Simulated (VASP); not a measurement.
# AgB2 (P6/mmm) in VASP: further runs

Runs on AgB2. Level: PBEsol. Tasks: electric field gradients, single point.

All numbers are computed with VASP 6.6.1; they aren't measurements. Logs are shortened: lines on timing, memory, paths and dates and some standing lists are left out, and cuts for length are marked.

## 1. The cell of the first run

Symmetry: P6/mmm, No. 191, hexagonal system. The conventional cell has a = 3.000 Å, b = 3.000 Å, c = 3.240 Å, α = 90.00°, β = 90.00°, γ = 120.00°. Within 3.1 Å of Ag (site symmetry 6/mmm) lie 12 B at 2.37 Å and 6 Ag at 3.00 Å. B (site symmetry -6m2) has 3 B at 1.73 Å and 6 Ag at 2.37 Å within 2.4 Å.

## 2. Electric field gradients, PBEsol

INCAR reads:

```
ALGO     = Normal         # electronic algorithm
EDIFF    = 1E-8           # SCF threshold, eV
ENCUT    = 520            # plane-wave cutoff, eV
GGA      = PS             # functional
ISIF     = 2              # what is computed and relaxed
ISMEAR   = -1             # smearing method
LASPH    = True           # aspherical terms in the spheres
LCHARG   = False          # write CHGCAR
LEFG     = True         
LREAL    = False          # projectors in reciprocal space
LWAVE    = False          # write WAVECAR
NBANDS   = 16             # bands
NELM     = 100            # most SCF steps
PREC     = Accurate       # precision mode
SIGMA    = 0.05           # smearing width, eV
```

KPOINTS reads:

```
k-points
0
Gamma
  16 16 13
```

POSCAR reads:

```
AgB2
1.0
    3.0000016405      0.0000000000      0.0000000000
   -1.5000008203      2.5980776321      0.0000000000
    0.0000000000      0.0000000000      3.2400000000
Ag B
1 2
Direct
    0.0000000000      0.0000000000      0.0000000000
    0.3333333333      0.6666666667      0.5000000000
    0.6666666667      0.3333333333      0.5000000000
```

Potentials or basis: VASP PAW PBE potentials, release 64 (Ag, B).

Launch:

```console
cat potpaw_PBE.64/Ag/POTCAR potpaw_PBE.64/B/POTCAR > POTCAR
mpirun -np 1 vasp_std > vasp.out
```

OUTCAR:

```text
EDIFF = 1E-8
   ENCUT = 520
   GGA = PS
   ISIF = 2
   ISMEAR = -1
   LASPH = True
   LREAL = False
   NELM = 100
   PREC = Accurate

 ion  position               nearest neighbor table
   1  0.000  0.000  0.000-   2 2.37   3 2.37   2 2.37   3 2.37   3 2.37   3 2.37   2 2.37   2 2.37
                             3 2.37   3 2.37   2 2.37   2 2.37
   2  0.333  0.667  0.500-   3 1.73   3 1.73   3 1.73   1 2.37   1 2.37   1 2.37   1 2.37   1 2.37
                             1 2.37
   3  0.667  0.333  0.500-   2 1.73   2 1.73   2 1.73   1 2.37   1 2.37   1 2.37   1 2.37   1 2.37
                             1 2.37

  LATTYP: Found a hexagonal cell.
 ALAT       =     3.0000016405
 C/A-ratio  =     1.0799994094

  Lattice vectors:

 A1 = (   3.0000016405,   0.0000000000,   0.0000000000)
 A2 = (  -1.5000008203,   2.5980776321,   0.0000000000)
 A3 = (   0.0000000000,   0.0000000000,   3.2400000000)

Analysis of symmetry for initial positions (statically):
=====================================================================
 Subroutine PRICEL returns:
 Original cell was already a primitive cell.

 Routine SETGRP: Setting up the symmetry group for a
 hexagonal supercell.

 Subroutine GETGRP returns: Found 24 space group operations
 (whereof 24 operations were pure point group operations)
 out of a pool of 24 trial point group operations.

The static configuration has the point symmetry D_6h.

Analysis of symmetry for dynamics (positions and initial velocities):
=====================================================================
 Subroutine PRICEL returns:
 Original cell was already a primitive cell.

 Routine SETGRP: Setting up the symmetry group for a
 hexagonal supercell.

 Subroutine GETGRP returns: Found 24 space group operations
 (whereof 24 operations were pure point group operations)
 out of a pool of 24 trial point group operations.

The dynamic configuration has the point symmetry D_6h.

 Subroutine INISYM returns: Found 24 space group operations
 (whereof 24 operations are pure point group operations),
 and found     1 'primitive' translations

----------------------------------------------------------------------------------------

[... 137 lines left out ...]
  ---------------------------------------------------
  free energy    TOTEN  =       -14.81390370 eV

  energy without entropy =      -14.80223800  energy(sigma->0) =      -14.80807085

 E-fermi :  10.6560     XC(G=0): -13.4260

 val. band max:       10.6447870231   @ k =   0.3750  -0.0000   0.3846
 cond. band min:      10.6641865267   @ k =   0.1875  -0.0000   0.3846
 fundamental gap:      0.0193995036
 Fermi energy:        10.6560338319

 k-point     1 :       0.0000    0.0000    0.0000
  band No.  band energies     occupation
      1      -3.7795      2.00000
      2       3.4493      2.00000
      3       3.9910      2.00000
      4       3.9910      2.00000
      5       5.5560      2.00000
      6       5.5560      2.00000
[... 433 lines left out ...]
      3       3.5061      2.00000
      4       3.6504      2.00000
      5       4.9505      2.00000
      6       5.3670      2.00000
[... 8 lines left out ...]
     15      24.7931      0.00000
     16      26.0266      0.00000

 [... further k-points ...]

------------------------ aborting loop because EDIFF is reached ----------------------------------------

  FORCE on cell =-STRESS in cart. coord.  units (eV):
  Direction    XX          YY          ZZ          XY          YZ          ZX
  --------------------------------------------------------------------------------------
  -------------------------------------------------------------------------------------
  Total        5.7531280      5.7531280     10.6704429     -0.0000000     -0.0000000     -0.0000000
  in kB      365.0026322    365.0026322    676.9777608     -0.0000000     -0.0000000     -0.0000000
  external PRESSURE =     468.9943417 kB  Pullay stress =       0.0000000 kB

 VOLUME and BASIS-vectors are now :
 -----------------------------------------------------------------------------
  energy-cutoff  :      520.00
  volume of cell :       25.25
      direct lattice vectors                 reciprocal lattice vectors
     3.000001640  0.000000000  0.000000000     0.333333151  0.192449984  0.000000000
    -1.500000820  2.598077632  0.000000000     0.000000000  0.384899969  0.000000000
     0.000000000  0.000000000  3.240000000     0.000000000  0.000000000  0.308641975

 POSITION                                       TOTAL-FORCE (eV/Angst)
 -----------------------------------------------------------------------------------
      0.00000      0.00000      0.00000        -0.000000      0.000000      0.000000
     -0.00000      1.73205      1.62000        -0.000000     -0.000000      0.000000
      1.50000      0.86603      1.62000         0.000000      0.000000     -0.000000
 -----------------------------------------------------------------------------------
    total drift:                               -0.000000      0.000000      0.000000

  FREE ENERGIE OF THE ION-ELECTRON SYSTEM (eV)
  ---------------------------------------------------
  free  energy   TOTEN  =       -14.8139036994 eV

  energy  without entropy=      -14.8022380021  energy(sigma->0) =      -14.80807085

 Electric field gradients (V/A^2)
---------------------------------------------------------------------
 ion       V_xx      V_yy      V_zz      V_xy      V_xz      V_yz
---------------------------------------------------------------------
   1      36.468    36.467   -72.935    -0.000    -0.000     0.000
   2     -14.857   -14.857    29.714    -0.000     0.000    -0.000
   3     -14.857   -14.857    29.714    -0.000     0.000     0.000
---------------------------------------------------------------------

 Electric field gradients after diagonalization (V/A^2)
 (convention: |V_zz| > |V_xx| > |V_yy|)
----------------------------------------------------------------------
 ion       V_xx      V_yy      V_zz     asymmetry (V_yy - V_xx)/ V_zz
----------------------------------------------------------------------
   1      36.468    36.467   -72.935       0.000
   2     -14.857   -14.857    29.714       0.000
   3     -14.857   -14.857    29.714       0.000
----------------------------------------------------------------------

           NMR quadrupolar parameters

 Cq : quadrupolar parameter    Cq=e*Q*V_zz/h
 eta: asymmetry parameters     (V_yy - V_xx)/ V_zz
 Q  : nuclear electric quadrupole moment in mb (millibarn)
----------------------------------------------------------------------
 ion       Cq(MHz)       eta       Q (mb)
----------------------------------------------------------------------
   1      -0.176       0.000       1.000
   2       0.072       0.000       1.000
   3       0.072       0.000       1.000
----------------------------------------------------------------------
```

OSZICAR:

```text
N       E                     dE             d eps       ncg     rms          rms(c)
DAV:   1     0.684376068049E+02    0.68438E+02   -0.79401E+03  6784   0.989E+02
DAV:   2    -0.174872129176E+02   -0.85925E+02   -0.78626E+02  8768   0.228E+02
DAV:   3    -0.191892445395E+02   -0.17020E+01   -0.16972E+01  7472   0.327E+01
DAV:   4    -0.191934428185E+02   -0.41983E-02   -0.41980E-02  9000   0.175E+00
DAV:   5    -0.191934673036E+02   -0.24485E-04   -0.24485E-04  7568   0.128E-01    0.189E+01
DAV:   6    -0.151444334986E+02    0.40490E+01   -0.84474E+00  7864   0.462E+01    0.165E+01
DAV:   7    -0.148788702442E+02    0.26556E+00   -0.15342E+00  7136   0.138E+01    0.805E+00
DAV:   8    -0.148167594342E+02    0.62111E-01   -0.10445E-01  8504   0.273E+00    0.165E+00
DAV:   9    -0.148149323860E+02    0.18270E-02   -0.49857E-03  7744   0.935E-01    0.177E-01
DAV:  10    -0.148138988003E+02    0.10336E-02   -0.15954E-03  7496   0.382E-01    0.699E-02
DAV:  11    -0.148139036809E+02   -0.48807E-05   -0.92107E-05  7680   0.778E-02    0.116E-02
DAV:  12    -0.148139037680E+02   -0.87048E-07   -0.16775E-06  8664   0.163E-02    0.350E-03
DAV:  13    -0.148139037039E+02    0.64066E-07   -0.23142E-07  7680   0.531E-03    0.948E-04
DAV:  14    -0.148139036994E+02    0.45002E-08   -0.12361E-08  5800   0.855E-04
   1 F= -.14813904E+02 E0= -.14808071E+02  d E =-.116657E-01
```

stdout:

```text
POSCAR found type information on POSCAR AgB
 POSCAR found :  2 types and       3 ions
 scaLAPACK will be used
 -----------------------------------------------------------------------------
|                                                                             |
|                                                                             |
|     You enforced a specific xc type in the INCAR file but a different       |
|     I HOPE YOU KNOW WHAT YOU ARE DOING!                                     |
|                                                                             |
 -----------------------------------------------------------------------------

 LDA part: xc-table for (Slater+PW92), standard interpolation
 POSCAR, INCAR and KPOINTS ok, starting setup
 FFT: planning ... GRIDC
 FFT: planning ... GRID_SOFT
 FFT: planning ... GRID
 WAVECAR not read
 entering main loop
ion   1

ion   2

ion   3
```

Run time: 92 s. Hardware: 1 thread of Intel Xeon 8259CL, shared host; peak memory 0.2 GiB.

Results:

```
Free energy                             : -14.8139 eV
Pressure                                : 46.9 GPa
Band gap on the k mesh                  : zero (an odd number of electrons rules out a gap without spin polarisation)
Largest electric field gradient by atom : Ag -72.9; B +29.7 V/Å²
```

Stress tensor (GPa, compression positive):
```
36.50  0.00  0.00
 0.00 36.50  0.00
 0.00  0.00 67.70
```

Levels at points of the mesh, in eV from the Fermi level:
| k point | band 5 | band 6 | band 7 | band 8 | band 9 | band 10 | band 11 | band 12 |
| --- | --- | --- | --- | --- | --- | --- | --- | --- |
| (0.00, 0.00, 0.00) | -5.10 | -5.10 | -3.29 | 1.08 | 1.08 | 5.54 | 5.54 | 5.65 |
| (0.50, 0.00, 0.00) | -5.40 | -4.56 | -3.37 | -3.30 | 2.86 | 4.30 | 6.04 | 6.36 |

Electric field gradients, principal values (V/Å²):
```tsv
atom	least	middle	greatest (by size)
1 Ag	36.467	36.468	-72.935
2 B	-14.857	-14.857	29.714
3 B	-14.857	-14.857	29.714
```

Caveat: the cell stands under pressure; without QUAD_EFG the Cq values of the log hold for a quadrupole moment of 1 mb, not for the nuclei; the PAW data sets were made with another functional, which shifts forces and pressure a little.

(Part 1 of 2 ends here.)
